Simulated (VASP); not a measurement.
Write the native input for VASP 6.6.1 that does the following.

```yaml
Task: single point
Functional: LDA
Potentials_or_basis: VASP PAW LDA potentials, release 64 (Al, H)
Cutoff: 520 eV
k_mesh: 6 × 6 × 1
Occupations: gaussian, width 0.1 eV
Spin: no spin polarisation
Dipole_correction: yes
Further_INCAR_settings: ALGO = Normal; EDIFF = 1e-06; NBANDS = 30
```

The structure of Al12H lies in POSCAR:

```
Al12H
1.0
    5.6336864728      0.0000000000      0.0000000000
   -2.8168432364      4.8789156024      0.0000000000
    0.0000000000      0.0000000000     20.0321727773
Al H
12 1
Direct
    0.3333333333      0.1666666667      0.1996787889
    0.3333333333      0.6666666667      0.1996787889
    0.8333333333      0.1666666667      0.1996787889
    0.8333333333      0.6666666667      0.1996787889
    0.1666666667      0.3333333333      0.3128097090
    0.1666666667      0.8333333333      0.3128097090
    0.6666666667      0.3333333333      0.3128097090
    0.6666666667      0.8333333333      0.3128097090
    0.0000000000      0.0000000000      0.4259234818
    0.0000000000      0.5000000000      0.4259234818
    0.5000000000      0.0000000000      0.4259234818
    0.5000000000      0.5000000000      0.4259234818
    0.3333333333      0.1666666667      0.3680716590
```

The input as run:

INCAR

```
PREC = Accurate
ENCUT = 520
EDIFF = 1E-6
ISMEAR = 0
SIGMA = 0.1
LREAL = False
LASPH = True
NELM = 80
ALGO = Normal
ISIF = 2
LWAVE = False
LCHARG = True
LDIPOL = True
IDIPOL = 3
DIPOL = 0.5 0.5 0.317
LELF = True
LVHAR = True
LVACPOTAV = True
NBANDS = 30
```

KPOINTS

```
Automatic mesh
0
Gamma
  6 6 1
```

Potentials or basis: VASP PAW LDA potentials, release 64 (Al, H).

Launch:

```sh
$ cat potpaw_LDA.64/Al/POTCAR potpaw_LDA.64/H/POTCAR > POTCAR
$ mpirun -np 1 vasp_std > vasp.out
```

It gave:

```yaml
Largest_force: 0.357 eV/Å
Band_gap_on_the_k_mesh: zero (an odd number of electrons rules out a gap without spin polarisation)
```

Wall time 6.4 min on 1 thread of Intel Xeon 8259CL (shared host), peak memory 0.46 GiB.
